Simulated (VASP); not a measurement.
Crystal: BaTiO3.

```
Ba Ti O
1.0
     3.99980    0.00000    0.00000
     0.00000    3.99980    0.00000
     0.00000    0.00000    4.01800
Ba Ti O
1 1 3
Direct
  0.00000 0.00000 0.00000
  0.50000 0.50000 0.49000
  0.50000 0.50000 0.01900
  0.50000 0.00000 0.51700
  0.00000 0.50000 0.51700
```

Base run:

* Program: VASP 6.6.1
* Functional: PBE
* Potentials or basis: VASP PAW PBE potentials, release 64 (Ba_sv, Ti_sv, O)
* Cutoff: 520 eV
* k mesh: 6 × 6 × 6
* Occupations: gaussian, width 0.01 eV
* Spin: no spin polarisation
* Hubbard terms: Ti d U = 1.0 eV

Its results: band gap on the k mesh 1.88 eV (least direct gap 2.18 eV); pressure 5.0 GPa; largest force 0.140 eV/Å.

Problem. After a change of settings the same cell gave: band gap on the k mesh 2.38 eV (least direct gap 2.70 eV); pressure 8.3 GPa; largest force 0.619 eV/Å. Which change was it?
A. hubbard terms from Ti d U = 1.0 eV to Ti d U = 5.0 eV
B. hubbard terms from Ti d U = 1.0 eV to Ti d U = 7.0 eV
C. hubbard terms from Ti d U = 1.0 eV to Ti d U = 3.0 eV; further incar settings from ALGO = Normal; EDIFF = 1e-06; NBANDS = 28 to ALGO = Normal; EDIFF = 1e-07; NBANDS = 28

Solution. A.

Caveats: the cell stands under pressure; spin-orbit coupling is left out, which moves the levels of the heavy elements.
